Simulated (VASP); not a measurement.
# H (Cmce) in VASP: notebook, part 2 of 3

VASP 6.6.1. Earlier steps stand in the parts before.

### 3 Single point, PBE

This run uses another cell than the first one, of 13.39 Å³/atom, 1.021 times its volume.

File INCAR:

```
SYSTEM = H
  PREC = Accurate
  ENCUT = 520
  EDIFF = 1E-7
  ISMEAR = -1
  SIGMA = 0.05
  LREAL = .FALSE.
  LASPH = .TRUE.
  NELM = 60
  ALGO = Normal
  ISIF = 2
  LWAVE = .FALSE.
  LCHARG = .TRUE.
  GGA = PE
  LELF = .TRUE.
  LVHAR = .TRUE.
  NBANDS = 10
```

File KPOINTS:

```
regular mesh
0
G
  7 7 7
  0 0 0
```

File POSCAR:

```
H
1.0
    2.5880245824     -2.5322126611      0.0000000000
    2.5880245824      2.5322126611      0.0000000000
    0.0000000000      0.0000000000      4.0858406245
H
4
Direct
    0.0467043700      0.9532956300      0.9314911100
    0.5467043700      0.4532956300      0.5685088900
    0.4532956300      0.5467043700      0.4314911100
    0.9532956300      0.0467043700      0.0685088900
```

Potentials or basis: VASP PAW PBE potentials, release 64 (H).

The run is started by

```sh
cat potpaw_PBE.64/H/POTCAR > POTCAR
mpirun -np 1 vasp_std > vasp.out
```

OUTCAR:

```text
SYSTEM = H
   PREC = Accurate
   ENCUT = 520
   EDIFF = 1E-7
   ISMEAR = -1
   LREAL = .FALSE.
   LASPH = .TRUE.
   NELM = 60
   ISIF = 2
   GGA = PE

 ion  position               nearest neighbor table
   1  0.047  0.953  0.931-   4 0.73
   2  0.547  0.453  0.569-   3 0.73
   3  0.453  0.547  0.431-   2 0.73
   4  0.953  0.047  0.069-   1 0.73

  LATTYP: Found a base centered orthorhombic cell.
 ALAT       =     5.0644253222
 B/A-ratio  =     1.0220407718
 C/A-ratio  =     0.8067728053

  Lattice vectors:

 A1 = (  -2.5880245824,  -2.5322126611,   0.0000000000)
 A2 = (   2.5880245824,  -2.5322126611,   0.0000000000)
 A3 = (   0.0000000000,   0.0000000000,   4.0858406245)

Analysis of symmetry for initial positions (statically):
=====================================================================
 Subroutine PRICEL returns:
 Original cell was already a primitive cell.

 Routine SETGRP: Setting up the symmetry group for a
 base centered orthorhombic supercell.

 Subroutine GETGRP returns: Found  8 space group operations
 (whereof  4 operations were pure point group operations)
 out of a pool of  8 trial point group operations.

The static configuration has the point symmetry C_2h.
 The point group associated with its full space group is D_2h.

Analysis of symmetry for dynamics (positions and initial velocities):
=====================================================================
 Subroutine PRICEL returns:
 Original cell was already a primitive cell.

 Routine SETGRP: Setting up the symmetry group for a
 base centered orthorhombic supercell.

 Subroutine GETGRP returns: Found  8 space group operations
 (whereof  4 operations were pure point group operations)
 out of a pool of  8 trial point group operations.

The dynamic configuration has the point symmetry C_2h.
 The point group associated with its full space group is D_2h.

 Subroutine INISYM returns: Found  8 space group operations
 (whereof  4 operations are pure point group operations),
 and found     1 'primitive' translations

----------------------------------------------------------------------------------------

                                     Primitive cell

  volume of cell :      53.5525

  direct lattice vectors                    reciprocal lattice vectors
     2.588024582 -2.532212661  0.000000000     0.193197547 -0.197455770  0.000000000
     2.588024582  2.532212661  0.000000000     0.193197547  0.197455770  0.000000000
     0.000000000  0.000000000  4.085840625     0.000000000  0.000000000  0.244747677

  length of vectors
     3.620769559  3.620769559  4.085840625     0.276250019  0.276250019  0.244747677

  position of ions in fractional coordinates (direct lattice)
     0.046704370  0.953295630  0.931491110
     0.546704370  0.453295630  0.568508890
     0.453295630  0.546704370  0.431491110
     0.953295630  0.046704370  0.068508890

  ion indices of the primitive-cell ions
   primitive index   ion index
                 1           1
                 2           2
                 3           3
                 4           4

[... 26 lines left out ...]
 Following reciprocal coordinates:
            Coordinates               Weight
  0.000000  0.000000  0.000000      1.000000
  0.142857  0.000000  0.000000      4.000000
  0.285714  0.000000  0.000000      4.000000
  0.428571 -0.000000  0.000000      4.000000
  0.142857  0.142857  0.000000      2.000000
  0.285714  0.142857  0.000000      4.000000
[... 16 lines left out ...]
  0.428571  0.142857  0.142857      8.000000
 -0.428571  0.142857  0.142857      8.000000
 [... further k-points ...]
   k-points           NKPTS =     64   k-points in BZ     NKDIM =     64   number of bands    NBANDS=     10
   number of dos      NEDOS =    301   number of ions     NIONS =      4
   total plane-waves  NPLWV =  23520
   dimension x,y,z NGX =    28 NGY =   28 NGZ =   30
   dimension x,y,z NGXF=    56 NGYF=   56 NGZF=   60
   ions per type =               4
   NGX,Y,Z   is equivalent  to a cutoff of  12.86, 12.86, 12.21 a.u.
   NGXF,Y,Z  is equivalent  to a cutoff of  25.71, 25.71, 24.41 a.u.
 SYSTEM =  H
   PREC   = accura    normal or accurate (medium, high low for compatibility)
   ISTART =      0    job   : 0-new  1-cont  2-samecut
   ICHARG =      2    charge: 1-file 2-atom 10-const
   ISPIN  =      1    spin polarized calculation?
   LNONCOLLINEAR =      F non collinear calculations
   LSORBIT =      F    spin-orbit coupling
   LASPH  =      T    aspherical Exc in radial PAW
   ENCUT  =  520.0 eV  38.22 Ry    6.18 a.u.   6.73  6.73  7.60*2*pi/ulx,y,z
   NELM   =     60;   NELMIN=  2; NELMDL= -5     # of ELM steps
   EDIFF  = 0.1E-06   stopping-criterion for ELM
   LREAL  =      F    real-space projection
   EDIFFG = 0.1E-05   stopping-criterion for IOM
   NSW    =      0    number of steps for IOM
   IBRION =     -1    ionic relax: 0-MD 1-quasi-New 2-CG
   NFREE  =      0    steps in history (QN), initial steepest desc. (CG)
   ISIF   =      2    stress and relaxation
   ISYM   =      2    0-nonsym 1-usesym 2-fastsym
   POTIM  = 0.5000    time-step for ionic-motion
   TEBEG  =    0.0;   TEEND  =   0.0 temperature during run
   PSTRESS=    0.0 pullay stress
   NELECT =       4.0000    total number of electrons
   NUPDOWN=      -1.0000    fix difference up-down
   EMIN   =  10.00;   EMAX   =-10.00  energy-range for DOS
   EFERMI =   0.00;   METHOD = LEGACY
   ISMEAR =    -1;   SIGMA  =   0.05  broadening in eV -4-tet -1-fermi 0-gaus
   EFERMI_NEDOS =   21; number of points for ismear=-14 and -15
   IALGO  =     38    algorithm
   IMIX   =      4    mixing-type and parameters
     AMIX     =   0.40;   BMIX     =  1.00
     AMIX_MAG =   1.60;   BMIX_MAG =  1.00
  volume/ion in A,a.u.               =      13.39        90.35
  Fermi-wavevector in a.u.,A,eV,Ry     =   0.689448  1.302868  6.467373  0.475339
  Thomas-Fermi vector in A             =   1.770536
   LORBIT       =      0    0 simple, 1 ext, 2 COOP (PROOUT), +10 PAW based schemes
   GGA     = PE    functional components
   LHFCALC =     F    Hartree Fock is set to
   AEXX    =    0.0000 exact exchange contribution
   IVDW    =     0    specifies the selected vdW correction
   LEPSILON=     F    determine dielectric tensor
   LRPA    =     F    only Hartree local field effects (RPA)
 non-spin polarized calculation
  energy-cutoff  :      520.00
  volume of cell :       53.55
 maximum number of plane-waves:      1459
   NGX = 13   NGY = 13   NGZ = 15

 number of electron       3.9999997 magnetization

 Free energy of the ion-electron system (eV)
  ---------------------------------------------------
  ext. energy  EPLUGINS =         0.00000000
  ---------------------------------------------------
  free energy    TOTEN  =       -13.56682275 eV

  energy without entropy =      -13.56682275  energy(sigma->0) =      -13.56682275

 E-fermi :  -7.5462     XC(G=0):  -5.0107

 val. band max:       -8.5422115623   @ k =   0.0000   0.0000   0.0000
 cond. band min:       0.8648083926   @ k =   0.4286  -0.0000   0.4286
 fundamental gap:      9.4070199549
 Fermi energy:        -7.5462146319

 k-point     1 :       0.0000    0.0000    0.0000
  band No.  band energies     occupation
      1     -10.4338      2.00000
      2      -8.5422      2.00000
      3       2.9979      0.00000
      4       4.3393      0.00000
      5       4.8212      0.00000
      6       6.9310      0.00000
      7       7.2048      0.00000
      8       8.7185      0.00000
      9      10.8911      0.00000
     10      11.7121      0.00000
[... 287 lines left out ...]
 k-point    24 :      -0.4286    0.1429    0.1429
  band No.  band energies     occupation
      1      -9.4285      2.00000
      2      -9.1218      2.00000
      3       1.8626      0.00000
      4       2.3033      0.00000
      5       4.9592      0.00000
      6       6.4353      0.00000
      7       7.6218      0.00000
      8       9.6885      0.00000
      9      11.2525      0.00000
     10      12.2508      0.00000

 [... further k-points ...]
[... 5 lines left out ...]
  --------------------------------------------------------------------------------------
  -------------------------------------------------------------------------------------
  Total       -0.0042804      0.3596328      0.5313907      0.0000000     -0.0000000      0.0000000
  in kB       -0.1280618     10.7594454     15.8980739      0.0000000     -0.0000000      0.0000000
  external PRESSURE =       8.8431525 kB  Pullay stress =       0.0000000 kB

 VOLUME and BASIS-vectors are now :
 -----------------------------------------------------------------------------
  energy-cutoff  :      520.00
  volume of cell :       53.55
      direct lattice vectors                 reciprocal lattice vectors
     2.588024582 -2.532212661  0.000000000     0.193197547 -0.197455770  0.000000000
     2.588024582  2.532212661  0.000000000     0.193197547  0.197455770  0.000000000
     0.000000000  0.000000000  4.085840625     0.000000000  0.000000000  0.244747677

 POSITION                                       TOTAL-FORCE (eV/Angst)
 -----------------------------------------------------------------------------------
      2.58802      2.29568      3.80592         0.000000     -0.405659     -0.480397
      2.58802     -0.23653      2.32284         0.000000     -0.405659      0.480397
      2.58802      0.23653      1.76300         0.000000      0.405659     -0.480397
      2.58802     -2.29568      0.27992         0.000000      0.405659      0.480397
 -----------------------------------------------------------------------------------
    total drift:                                0.000000     -0.000000      0.000000

  FREE ENERGIE OF THE ION-ELECTRON SYSTEM (eV)
  ---------------------------------------------------
  free  energy   TOTEN  =       -13.5668227503 eV

  energy  without entropy=      -13.5668227503  energy(sigma->0) =      -13.56682275
```

stdout:

```text
POSCAR found type information on POSCAR H
 POSCAR found :  1 types and       4 ions
 scaLAPACK will be used
 LDA part: xc-table for (Slater+PW92), standard interpolation
 POSCAR, INCAR and KPOINTS ok, starting setup
 FFT: planning ... GRIDC
 FFT: planning ... GRID_SOFT
 FFT: planning ... GRID
 WAVECAR not read
 entering main loop
```

Wall time 20 s (1 thread of Intel Xeon Platinum 8375C at 2.90GHz (Ice Lake), shared host); peak memory 0.16 GiB.

Results:

```
Free energy            : -13.5668 eV
Pressure               : 0.9 GPa
Largest force          : 0.629 eV/Å
Band gap on the k mesh : 9.41 eV, indirect (least direct gap 10.03 eV)
```

Forces in eV/Å, atoms in the order of the input:
```
H    0.000 -0.406 -0.480
H    0.000 -0.406  0.480
H    0.000  0.406 -0.480
H    0.000  0.406  0.480
```

Levels at points of the mesh, in eV from the valence-band top:
| k point | band 1 | band 2 | band 3 | band 4 | band 5 | band 6 |
| --- | --- | --- | --- | --- | --- | --- |
| (0.00, 0.00, 0.00) | -1.89 | 0.00 | 11.54 | 12.88 | 13.36 | 15.47 |

A k mesh can miss the band edges. As with any semilocal functional, this PBE gap is likely too small.

### 4 Single point, PBE

This run uses another cell than the first one, of 13.67 Å³/atom, 1.043 times its volume.

File INCAR:

```
ALGO     = Normal         # electronic algorithm
EDIFF    = 1E-6           # SCF threshold, eV
ENCUT    = 520            # plane-wave cutoff, eV
GGA      = PE             # functional
ISIF     = 2              # what is computed and relaxed
ISMEAR   = -1             # smearing method
LASPH    = True           # aspherical terms in the spheres
LCHARG   = False          # write CHGCAR
LREAL    = False          # projectors in reciprocal space
LWAVE    = False          # write WAVECAR
NBANDS   = 10             # bands
NELM     = 100            # most SCF steps
PREC     = Accurate       # precision mode
SIGMA    = 0.05           # smearing width, eV
```

File KPOINTS:

```
k-points
0
Gamma
  7 7 7
```

File POSCAR:

```
H
1.0
    2.6058735918     -2.5496767486      0.0000000000
    2.6058735918      2.5496767486      0.0000000000
    0.0000000000      0.0000000000      4.1140197262
H
4
Direct
    0.0467043700      0.9532956300      0.9314911100
    0.5467043700      0.4532956300      0.5685088900
    0.4532956300      0.5467043700      0.4314911100
    0.9532956300      0.0467043700      0.0685088900
```

The run is started by

```sh
cat potpaw_PBE.64/H/POTCAR > POTCAR
mpirun -np 1 vasp_std > vasp.out
```

Run time: 15 s. Hardware: 1 thread of Intel Xeon Platinum 8375C at 2.90GHz (Ice Lake), shared host; peak memory 0.16 GiB.

Results (log left out):

| Property | Result |
| --- | --- |
| Free energy | -13.5732 eV |
| Pressure | 0.6 GPa |
| Largest force | 0.439 eV/Å |
| Band gap on the k mesh | 9.38 eV, indirect (least direct gap 9.98 eV) |

Forces in eV/Å, atoms in the order of the input:
```
H    0.000 -0.283 -0.335
H    0.000 -0.283  0.335
H    0.000  0.283 -0.335
H    0.000  0.283  0.335
```

Stress tensor (GPa, compression positive):
```
-0.03  0.00  0.00
 0.00  0.70  0.00
 0.00  0.00  1.07
```

Levels at points of the mesh, in eV from the valence-band top:
```
           k point  band 1  band 2  band 3  band 4  band 5  band 6
(0.00, 0.00, 0.00)   -1.84    0.00   11.47   12.77   13.26   15.37
```

A k mesh can miss the band edges. As with any semilocal functional, this PBE gap is likely too small.

[end of part 2 of 3]
